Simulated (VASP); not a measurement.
# BaTiO3 (R3m) in VASP: further runs, part 2 of 2

VASP 6.6.1. Earlier steps stand in the parts before.

### 4 Relaxation of shape and atoms at fixed volume, r2SCAN (12.25 Å³/atom)

This run uses another cell than the first one, of 12.25 Å³/atom.

Contents of POSCAR:

```
BaTiO3
1.0
    2.7842690785      1.6074985019      2.2802030090
   -2.7842690785      1.6074985019      2.2802030090
    0.0000000000     -3.2149970039      2.2802030090
Ba Ti O
1 1 3
Direct
   -0.0012714832     -0.0012714832     -0.0012714832
    0.4876653681      0.4876653681      0.4876653681
    0.5087818074      0.5087818074      0.0152425002
    0.0152425002      0.5087818074      0.5087818074
    0.5087818074      0.0152425002      0.5087818074
```

Contents of INCAR.step1:

```
ALGO     = Normal         # electronic algorithm
EDIFF    = 1E-4           # SCF threshold, eV
ENCUT    = 600            # plane-wave cutoff, eV
GGA      = PE             # functional
ISMEAR   = 0              # smearing method
LASPH    = T              # aspherical terms in the spheres
LCHARG   = F              # write CHGCAR
LREAL    = F              # projectors in reciprocal space
LWAVE    = T              # write WAVECAR
NELM     = 60             # most SCF steps
PREC     = Accurate       # precision mode
SIGMA    = 0.02           # smearing width, eV
```

Contents of INCAR.step2:

```
ALGO     = Normal         # electronic algorithm
EDIFF    = 1E-6           # SCF threshold, eV
EDIFFG   = -0.01          # ionic threshold
ENCUT    = 600            # plane-wave cutoff, eV
IBRION   = 2              # ionic algorithm
ISIF     = 4              # what is computed and relaxed
ISMEAR   = 0              # smearing method
ISTART   = 1            
LASPH    = T              # aspherical terms in the spheres
LCHARG   = F              # write CHGCAR
LMIXTAU  = T            
LREAL    = F              # projectors in reciprocal space
LWAVE    = F              # write WAVECAR
METAGGA  = R2SCAN         # meta-GGA
NELM     = 60             # most SCF steps
NSW      = 50             # ionic steps
PREC     = Accurate       # precision mode
SIGMA    = 0.02           # smearing width, eV
```

Contents of KPOINTS:

```
k-points
0
Gamma
  6 6 6
```

On the command line:

```sh
$ cat potpaw_PBE.64/Ba_sv/POTCAR potpaw_PBE.64/Ti_sv/POTCAR potpaw_PBE.64/O/POTCAR > POTCAR
$ cp INCAR.step1 INCAR
$ mpirun -np 1 vasp_std > vasp.out
$ cp INCAR.step2 INCAR
$ mpirun -np 1 vasp_std > vasp.out
```

Wall time 10 min (1 thread of Intel Xeon Platinum 8488C (Sapphire Rapids), shared host); peak memory 0.23 GiB.

Results (log left out):

```yaml
Free_energy: -74.1432 eV
Energy_gained_by_relaxing: 4.3 meV/atom
Ionic_steps: 12
Pressure_after_relaxing: 10.3 GPa
Largest_force_after_relaxing: 0.009 eV/Å
Band_gap_on_the_k_mesh: 2.32 eV (least direct gap 2.46 eV)
```

Forces in eV/Å, atoms in the order of the input:
```
Ba   0.000  0.000  0.003
Ti   0.000  0.000  0.009
O    0.000 -0.004 -0.004
O    0.004  0.002 -0.004
O   -0.004  0.002 -0.004
```

The path:
| step | energy change (eV) | largest force (eV/Å) | pressure (GPa) | volume (Å³) |
| --- | --- | --- | --- | --- |
| 1 | 0.0000 | 0.4368 | 12.61 | 61.23 |
| 2 | -0.0140 | 0.1943 | 11.43 | 61.23 |
| 3 | -0.0160 | 0.1395 | 10.89 | 61.23 |
| 4 | -0.0193 | 0.0676 | 10.75 | 61.23 |
| 5 | -0.0206 | 0.0429 | 10.62 | 61.23 |
| 6 | -0.0211 | 0.0266 | 10.48 | 61.23 |
| 7 | -0.0211 | 0.0249 | 10.47 | 61.23 |
| 8 | -0.0213 | 0.0165 | 10.39 | 61.23 |
| 9 | -0.0213 | 0.0180 | 10.37 | 61.23 |
| 10 | -0.0213 | 0.0158 | 10.36 | 61.23 |
| 11 | -0.0213 | 0.0158 | 10.36 | 61.23 |
| 12 | -0.0213 | 0.0092 | 10.35 | 61.23 |

Final structure:
```
Ba Ti O
1.0
     2.78658    1.60884    2.27641
    -2.78658    1.60884    2.27641
     0.00000   -3.21767    2.27641
Ba Ti O
1 1 3
Cartesian
  0.0000 0.0000 0.0146
  0.0000 0.0000 3.3983
  0.0000 1.6030 2.3207
  -1.3883 -0.8015 2.3207
  1.3883 -0.8015 2.3207
```

Levels at points of the mesh, in eV from the valence-band top:
```
           k point  band 17  band 18  band 19  band 20  band 21  band 22  band 23  band 24
(0.00, 0.00, 0.00)    -1.20    -0.16    -0.14    -0.14     2.32     2.32     2.34     4.58
(0.50, 0.00, 0.00)    -1.86    -1.84    -0.78    -0.76     2.49     4.14     4.15     4.59
(0.50, 0.50, 0.00)    -1.75    -0.86    -0.85    -0.10     4.16     4.16     4.61     5.53
(0.50, 0.50, 0.50)    -2.38     0.00     0.00     0.00     4.88     4.89     4.89     7.62
```

Caveat: the PAW data sets were made with another functional, which shifts forces and pressure a little; spin-orbit coupling is left out, which moves the levels of the heavy elements. A k mesh can miss the band edges.

### 5 Relaxation of shape and atoms at fixed volume, r2SCAN (12.64 Å³/atom)

This run uses another cell than the first one, of 12.64 Å³/atom.

Contents of POSCAR:

```
BaTiO3
1.0
    2.8113783784      1.6231500635      2.3078161205
   -2.8113783784      1.6231500635      2.3078161205
    0.0000000000     -3.2463001271      2.3078161205
Ba Ti O
1 1 3
Direct
   -0.0031985012     -0.0031985012     -0.0031985012
    0.4833434637      0.4833434637      0.4833434637
    0.5098165604      0.5098165604      0.0194219166
    0.0194219166      0.5098165604      0.5098165604
    0.5098165604      0.0194219166      0.5098165604
```

Contents of INCAR.step1:

```
SYSTEM = BaTiO3
PREC     = Accurate       ! precision mode
ENCUT    = 600            ! plane-wave cutoff, eV
ISMEAR   = 0              ! smearing method
SIGMA    = 0.02           ! smearing width, eV
LREAL    = .FALSE.        ! projectors in reciprocal space
LASPH    = .TRUE.         ! aspherical terms in the spheres
NELM     = 80             ! most SCF steps
GGA      = PE             ! functional
ALGO     = Normal         ! electronic algorithm
EDIFF    = 1E-4           ! SCF threshold, eV
LWAVE    = .TRUE.         ! write WAVECAR
LCHARG   = .FALSE.        ! write CHGCAR
```

Contents of INCAR.step2:

```
SYSTEM = BaTiO3
PREC     = Accurate       ! precision mode
ENCUT    = 600            ! plane-wave cutoff, eV
EDIFF    = 1E-6           ! SCF threshold, eV
ISMEAR   = 0              ! smearing method
SIGMA    = 0.02           ! smearing width, eV
LREAL    = .FALSE.        ! projectors in reciprocal space
LASPH    = .TRUE.         ! aspherical terms in the spheres
NELM     = 80             ! most SCF steps
ALGO     = Normal         ! electronic algorithm
ISIF     = 4              ! what is computed and relaxed
LWAVE    = .FALSE.        ! write WAVECAR
LCHARG   = .FALSE.        ! write CHGCAR
METAGGA  = R2SCAN         ! meta-GGA
LMIXTAU  = .TRUE.       
IBRION   = 2              ! ionic algorithm
NSW      = 50             ! ionic steps
EDIFFG   = -0.01          ! ionic threshold
ISTART   = 1
```

Contents of KPOINTS:

```
Automatic mesh
0
G
  6 6 6
  0 0 0
```

On the command line:

```sh
$ cat potpaw_PBE.64/Ba_sv/POTCAR potpaw_PBE.64/Ti_sv/POTCAR potpaw_PBE.64/O/POTCAR > POTCAR
$ cp INCAR.step1 INCAR
$ mpirun -np 1 vasp_std > vasp.out
$ cp INCAR.step2 INCAR
$ mpirun -np 1 vasp_std > vasp.out
```

Wall time 10 min (1 thread of Intel Xeon Platinum 8488C (Sapphire Rapids), shared host); peak memory 0.24 GiB.

Results (log left out):

```
Free energy               : -74.2397 eV
Energy gained by relaxing : 4.6 meV/atom
Ionic steps               : 8
Pressure after relaxing   : 5.1 GPa
Band gap on the k mesh    : 2.51 eV (least direct gap 2.79 eV)
```

Step by step:
```tsv
step	energy change (eV)	largest force (eV/Å)	pressure (GPa)	volume (Å³)
1	0.0000	0.5293	7.65	63.19
2	-0.0186	0.1522	5.90	63.19
3	-0.0196	0.1228	5.48	63.19
4	-0.0219	0.0773	5.36	63.19
5	-0.0227	0.0334	5.25	63.19
6	-0.0230	0.0158	5.11	63.19
7	-0.0230	0.0164	5.12	63.19
8	-0.0230	0.0014	5.07	63.19
```

Final structure:
```
CELL_PARAMETERS angstrom
2.81458 1.62500 2.30257
-2.81458 1.62500 2.30257
0.00000 -3.24999 2.30257
ATOMIC_POSITIONS crystal
Ba 0.99996 0.99996 0.99996
Ti 0.49037 0.49037 0.49037
O 0.50784 0.50784 0.01319
O 0.01319 0.50784 0.50784
O 0.50784 0.01319 0.50784
```

Levels at points of the mesh, in eV from the valence-band top:
```csv
k point,band 18,band 19,band 20,band 21,band 22,band 23
"(0.00, 0.00, 0.00)",-0.35,-0.28,-0.28,2.51,2.51,2.59
"(0.50, 0.00, 0.00)",-1.71,-0.88,-0.81,2.68,4.09,4.15
"(0.50, 0.50, 0.00)",-0.89,-0.86,-0.09,4.14,4.14,4.54
"(0.50, 0.50, 0.50)",-0.01,-0.01,0.00,4.73,4.82,4.82
```

Caveat: the PAW data sets were made with another functional, which shifts forces and pressure a little; spin-orbit coupling is left out, which moves the levels of the heavy elements. A k mesh can miss the band edges.

### 6 Summary

| cell | gap on the mesh (eV) | pressure (GPa) | largest force (eV/Å) |
| --- | --- | --- | --- |
| relaxed from a = 3.856 Å, 5 atoms, atomic positions A | 2.39 | 27.0 | - |
| relaxed from a = 3.899 Å, 5 atoms, atomic positions B | 2.32 | 17.8 | 0.01 |
| relaxed from a = 3.942 Å, angles 89.9°, 5 atoms, atomic positions C | 2.32 | 10.3 | 0.01 |
| relaxed from a = 3.983 Å, angles 89.8°, 5 atoms, atomic positions D | 2.51 | 5.1 | - |

Alike in all rows: task relaxation of shape and atoms at fixed volume; level r2SCAN; potentials or basis VASP PAW PBE potentials, release 64 (Ba_sv, Ti_sv, O); no spin polarisation; k mesh 6 × 6 × 6; cutoff (eV) 600; smearing gaussian 0.02 eV.

Caveats: the PAW data sets were made with another functional, which shifts forces and pressure a little; spin-orbit coupling is left out, which moves the levels of the heavy elements.

Total energies depend on the potentials used, so only differences within one code and one set of settings carry meaning.
